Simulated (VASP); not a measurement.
# Si5Ni (an interface model): single point with r2SCAN

Crystal: Si5Ni (an interface model).

```xyz
12
Lattice="3.8493 0.0000 0.0000 -1.9246 3.3336 0.0000 0.0000 0.0000 16.2370" Properties=species:S:1:pos:R:3 pbc="T T T"
Si    0.0000    2.2224    0.5000
Si   -1.9246    3.3336    1.2857
Si   -1.9246    3.3336    3.6429
Si   -3.8493    4.4448    4.4287
Si   -3.8493    4.4448    6.7858
Si   -5.7739    5.5560    7.5716
Si   -5.7739    5.5560    9.8516
Si   -3.8505    4.4455   11.3696
Si   -7.6977    6.6667   12.9390
Si   -5.7743    5.5562   14.4570
Ni   -5.7745    3.3339   10.6106
Ni   -7.6984    4.4446   13.6980
```

```
Program                : VASP 6.6.1
Task                   : single point
Functional             : r2SCAN
Potentials or basis    : VASP PAW PBE potentials, release 64 (Si, Ni)
Cutoff                 : 520 eV
k mesh                 : 9 × 9 × 2
Occupations            : gaussian, width 0.1 eV
Spin                   : no spin polarisation
Dipole correction      : no
Further INCAR settings : ALGO = Normal; EDIFF = 1e-07; NBANDS = 42
```

```json
{
 "Pressure": "-2.3 GPa",
 "Largest force": "0.962 eV/Å",
 "Band gap on the k mesh": "zero (band 30 reaches 8.65 eV, above the bottom of band 31 at 6.01 eV)"
}
```

Forces on the atoms (eV/Å):
```
Si   0.000  0.000  0.610
Si   0.000  0.000  0.003
Si   0.000  0.000  0.016
Si   0.000  0.000 -0.017
Si   0.000  0.000 -0.004
Si   0.000  0.000 -0.611
Si  -0.004  0.002  0.867
Si   0.007 -0.004 -0.891
Si  -0.007  0.004  0.890
Si   0.004 -0.003 -0.868
Ni  -0.001  0.000  0.962
Ni   0.001  0.000 -0.958
```

Stress tensor (GPa, compression positive):
```
-3.43  0.01  0.01
 0.01 -3.42  0.00
 0.01  0.00 -0.09
```

Levels at points of the mesh, in eV from the Fermi level:
```tsv
k point	band 27	band 28	band 29	band 30	band 31	band 32	band 33	band 34
(0.00, 0.00, 0.00)	0.13	0.14	1.21	1.66	1.67	1.80	2.03	2.43
(0.00, 0.00, 0.50)	0.09	0.10	1.60	1.74	1.75	1.77	2.23	2.33
```

It took 64 min on 1 thread of Intel(R) Xeon(R) Platinum 8259CL CPU @ 2.50GHz (Skylake/Cascade Lake), with other jobs on the host, peak memory 0.58 GiB.

Caveat: the PAW data sets were made with another functional, which shifts forces and pressure a little. Spin polarisation is off, so any magnetic state and its effect on volume and gap are missing.
